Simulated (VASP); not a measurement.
# Ga3H5N3 in VASP: single point with PBE

Aim: the single point of Ga3H5N3 with PBE.

Program: VASP 6.6.1. These are calculated values, not measurements. Logs are shortened: lines on timing, memory, paths and dates and some standing lists are left out, and cuts for length are marked.

## Step 1: The cell of the first run

The cell holds a wire or tube with vacuum around it, 22 atoms: a = 16.400 Å, b = 18.800 Å, c = 3.216 Å, α = 90.00°, β = 90.00°, γ = 90.00°.

## Step 2: Single point, PBE

Input file INCAR:

```
SYSTEM = Ga3H5N3
PREC     = Accurate       ! precision mode
ENCUT    = 520            ! plane-wave cutoff, eV
EDIFF    = 1E-7           ! SCF threshold, eV
ISMEAR   = 0              ! smearing method
SIGMA    = 0.05           ! smearing width, eV
LREAL    = Auto         
LASPH    = .True.         ! aspherical terms in the spheres
NELM     = 100            ! most SCF steps
ALGO     = Normal         ! electronic algorithm
ISIF     = 2              ! what is computed and relaxed
LWAVE    = .False.        ! write WAVECAR
LCHARG   = .True.         ! write CHGCAR
GGA      = PE             ! functional
LELF     = .True.         ! ELF
LVHAR    = .True.       
NBANDS   = 76             ! bands
```

Input file KPOINTS:

```
Automatic mesh
0
Gamma
  1 1 10
  0 0 0
```

Input file POSCAR:

```
Ga3H5N3
1.0
   16.4000000000      0.0000000000      0.0000000000
    0.0000000000     18.8000000000      0.0000000000
    0.0000000000      0.0000000000      3.2162589135
Ga N H
6 6 10
Direct
    0.5490283371      0.7032524484      0.0000000000
    0.5490283371      0.4613121837      0.0000000000
    0.4509716629      0.5822823161      0.5000000000
    0.4509716629      0.3403420514      0.5000000000
    0.6470850113      0.5822823161      0.5000000000
    0.3529149887      0.4613121837      0.0000000000
    0.5490283371      0.6427673822      0.5000000000
    0.5490283371      0.4008271176      0.5000000000
    0.6470850113      0.5217972499      0.0000000000
    0.4509716629      0.5217972499      0.0000000000
    0.4509716629      0.2798569852      0.0000000000
    0.3529149887      0.4008271176      0.5000000000
    0.6271929488      0.7514673379      0.0000000000
    0.4708637254      0.7514673379      0.0000000000
    0.5998104415      0.3695027944      0.5000000000
    0.3728070512      0.6304972056      0.5000000000
    0.6978671157      0.4904729268      0.0000000000
    0.7252496230      0.6304972056      0.5000000000
    0.5017537673      0.2485326621      0.0000000000
    0.4001895585      0.2485326621      0.0000000000
    0.2747503770      0.5095270732      0.0000000000
    0.3021328843      0.3695027944      0.5000000000
```

Potentials or basis: VASP PAW PBE potentials, release 64 (Ga_d, N, H).

On the command line:

```bash
$ cat potpaw_PBE.64/Ga_d/POTCAR potpaw_PBE.64/N/POTCAR potpaw_PBE.64/H/POTCAR > POTCAR
$ mpirun -np 1 vasp_std > vasp.out
```

OUTCAR:

```text
SYSTEM = Ga3H5N3
   PREC = Accurate
   ENCUT = 520
   EDIFF = 1E-7
   ISMEAR = 0
   LREAL = Auto
   LASPH = .True.
   NELM = 100
   ISIF = 2
   GGA = PE

 ion  position               nearest neighbor table
   1  0.549  0.703  0.000-  14 1.57  13 1.57   7 1.97   7 1.97
   2  0.549  0.461  0.000-   8 1.97   8 1.97  10 1.97   9 1.97
   3  0.451  0.582  0.500-  16 1.57   7 1.97  10 1.97  10 1.97
   4  0.451  0.340  0.500-  11 1.97  11 1.97   8 1.97  12 1.97
   5  0.647  0.582  0.500-  18 1.57   7 1.97   9 1.97   9 1.97
   6  0.353  0.461  0.000-  21 1.57  12 1.97  12 1.97  10 1.97
   7  0.549  0.643  0.500-   3 1.97   5 1.97   1 1.97   1 1.97
   8  0.549  0.401  0.500-  15 1.02   2 1.97   2 1.97   4 1.97
   9  0.647  0.522  0.000-  17 1.02   5 1.97   5 1.97   2 1.97
  10  0.451  0.522  0.000-   3 1.97   3 1.97   2 1.97   6 1.97
  11  0.451  0.280  0.000-  19 1.02  20 1.02   4 1.97   4 1.97
  12  0.353  0.401  0.500-  22 1.02   6 1.97   6 1.97   4 1.97
  13  0.627  0.751  0.000-   1 1.57
  14  0.471  0.751  0.000-   1 1.57
  15  0.600  0.370  0.500-   8 1.02
  16  0.373  0.630  0.500-   3 1.57
  17  0.698  0.490  0.000-   9 1.02
  18  0.725  0.630  0.500-   5 1.57
  19  0.502  0.249  0.000-  11 1.02
  20  0.400  0.249  0.000-  11 1.02
  21  0.275  0.510  0.000-   6 1.57
  22  0.302  0.370  0.500-  12 1.02

  LATTYP: Found a simple orthorhombic cell.
 ALAT       =     3.2162589135
 B/A-ratio  =     5.0990919702
 C/A-ratio  =     5.8453005512

  Lattice vectors:

 A1 = (   0.0000000000,   0.0000000000,   3.2162589135)
 A2 = (  16.4000000000,   0.0000000000,   0.0000000000)
 A3 = (   0.0000000000,  18.8000000000,   0.0000000000)

Analysis of symmetry for initial positions (statically):
=====================================================================
 Subroutine PRICEL returns:
 Original cell was already a primitive cell.

 Routine SETGRP: Setting up the symmetry group for a
 simple orthorhombic supercell.

 Subroutine GETGRP returns: Found  2 space group operations
 (whereof  2 operations were pure point group operations)
 out of a pool of  8 trial point group operations.

The static configuration has the point symmetry C_1h.

Analysis of symmetry for dynamics (positions and initial velocities):
=====================================================================
 Subroutine PRICEL returns:
 Original cell was already a primitive cell.

[... 132 lines left out ...]
   IBRION =     -1    ionic relax: 0-MD 1-quasi-New 2-CG
   NFREE  =      0    steps in history (QN), initial steepest desc. (CG)
   ISIF   =      2    stress and relaxation
   ISYM   =      2    0-nonsym 1-usesym 2-fastsym
   POTIM  = 0.5000    time-step for ionic-motion
   TEBEG  =    0.0;   TEEND  =   0.0 temperature during run
   PSTRESS=    0.0 pullay stress
   NELECT =     118.0000    total number of electrons
   NUPDOWN=      -1.0000    fix difference up-down
   EMIN   =  10.00;   EMAX   =-10.00  energy-range for DOS
   EFERMI =   0.00;   METHOD = LEGACY
   ISMEAR =     0;   SIGMA  =   0.05  broadening in eV -4-tet -1-fermi 0-gaus
   EFERMI_NEDOS =   21; number of points for ismear=-14 and -15
   IALGO  =     38    algorithm
   IMIX   =      4    mixing-type and parameters
     AMIX     =   0.40;   BMIX     =  1.00
     AMIX_MAG =   1.60;   BMIX_MAG =  1.00
  volume/ion in A,a.u.               =      45.07       304.18
  Fermi-wavevector in a.u.,A,eV,Ry     =   0.805226  1.521657  8.821873  0.648389
  Thomas-Fermi vector in A             =   1.913431
   LORBIT       =      0    0 simple, 1 ext, 2 COOP (PROOUT), +10 PAW based schemes
   GGA     = PE    functional components
   LHFCALC =     F    Hartree Fock is set to
   AEXX    =    0.0000 exact exchange contribution
   IVDW    =     0    specifies the selected vdW correction
   LEPSILON=     F    determine dielectric tensor
   LRPA    =     F    only Hartree local field effects (RPA)
 non-spin polarized calculation
 Gauss-broadening in eV      SIGMA  =   0.05
  energy-cutoff  :      520.00
  volume of cell :      991.64
 maximum number of plane-waves:     26800
 NGX is ok and might be reduce to   126
   NGX = 61   NGY = 69   NGZ = 11

 number of electron     118.0000040 magnetization

 Free energy of the ion-electron system (eV)
  ---------------------------------------------------
  ext. energy  EPLUGINS =         0.00000000
  ---------------------------------------------------
  free energy    TOTEN  =      -104.65506703 eV

  energy without entropy =     -104.64447625  energy(sigma->0) =     -104.64977164

 E-fermi :  -2.5475     XC(G=0):  -2.8832

 val. band max:       -2.5641664408   @ k =   0.0000   0.0000   0.0000
 cond. band min:      -2.3572182002   @ k =   0.0000   0.0000   0.1000
 fundamental gap:      0.2069482405
 Fermi energy:        -2.5474791431

 k-point     1 :       0.0000    0.0000    0.0000
  band No.  band energies     occupation
      1     -23.0119      2.00000
      2     -21.0609      2.00000
      3     -20.7338      2.00000
      4     -19.4409      2.00000
      5     -19.3911      2.00000
      6     -19.3575      2.00000
[... 433 lines left out ...]
     70       2.6762      0.00000
     71       2.6933      0.00000
 [bands above 71 left out]

------------------------ aborting loop because EDIFF is reached ----------------------------------------

  FORCE on cell =-STRESS in cart. coord.  units (eV):
  Direction    XX          YY          ZZ          XY          YZ          ZX
  --------------------------------------------------------------------------------------
  -------------------------------------------------------------------------------------
  Total       -0.6731304      2.1703985      9.2175511      0.1287803      0.0000000      0.0000000
  in kB       -1.0875697      3.5066900     14.8926998      0.2080690      0.0000000      0.0000000
  external PRESSURE =       5.7706067 kB  Pullay stress =       0.0000000 kB

 VOLUME and BASIS-vectors are now :
 -----------------------------------------------------------------------------
  energy-cutoff  :      520.00
  volume of cell :      991.64
      direct lattice vectors                 reciprocal lattice vectors
    16.400000000  0.000000000  0.000000000     0.060975610  0.000000000  0.000000000
     0.000000000 18.800000000  0.000000000     0.000000000  0.053191489  0.000000000
     0.000000000  0.000000000  3.216258913     0.000000000  0.000000000  0.310920242

 POSITION                                       TOTAL-FORCE (eV/Angst)
 -----------------------------------------------------------------------------------
      9.00406     13.22115      0.00000        -0.033173      0.804476      0.000000
      9.00406      8.67267      0.00000        -0.028658      2.005570      0.000000
      7.39594     10.94691      1.60813        -0.311501      1.855262      0.000000
      7.39594      6.39843      1.60813        -0.264330      1.334060      0.000000
     10.61219     10.94691      1.60813         0.278494      2.046076      0.000000
      5.78781      8.67267      0.00000        -0.565900      2.143376      0.000000
[... 14 lines left out ...]
      4.50591      9.57911      0.00000        -0.037743     -0.319102      0.000000
      4.95498      6.94665      1.60813        -0.283515     -0.065441      0.000000
 -----------------------------------------------------------------------------------
    total drift:                               -0.002506     -0.000294      0.000017

  FREE ENERGIE OF THE ION-ELECTRON SYSTEM (eV)
  ---------------------------------------------------
  free  energy   TOTEN  =      -104.6550670307 eV

  energy  without entropy=     -104.6444762541  energy(sigma->0) =     -104.64977164
```

Run time: 36 min. Hardware: 1 thread of Intel Xeon Platinum 8375C at 2.90GHz (Ice Lake), shared host; peak memory 0.98 GiB.

What came out:

| Property | Result |
| --- | --- |
| Free energy | -104.6551 eV |
| Largest force | 2.540 eV/Å |

Forces in eV/Å, atoms in the order of the input:
```
Ga  -0.033  0.804  0.000
Ga  -0.029  2.006  0.000
Ga  -0.312  1.855  0.000
Ga  -0.264  1.334  0.000
Ga   0.278  2.046  0.000
Ga  -0.566  2.143  0.000
N    0.174 -1.880  0.000
N   -0.817 -1.115  0.000
N   -1.053 -1.381  0.000
N    0.775 -2.419  0.000
N    0.097  0.009  0.000
N    1.409 -1.410  0.000
H    0.294 -0.022  0.000
H   -0.273 -0.025  0.000
H    0.292 -0.175  0.000
H   -0.088 -0.252  0.000
H    0.314 -0.016  0.000
H    0.135 -0.289  0.000
H    0.054 -0.429  0.000
H   -0.068 -0.401  0.000
H   -0.038 -0.319  0.000
H   -0.284 -0.065  0.000
```
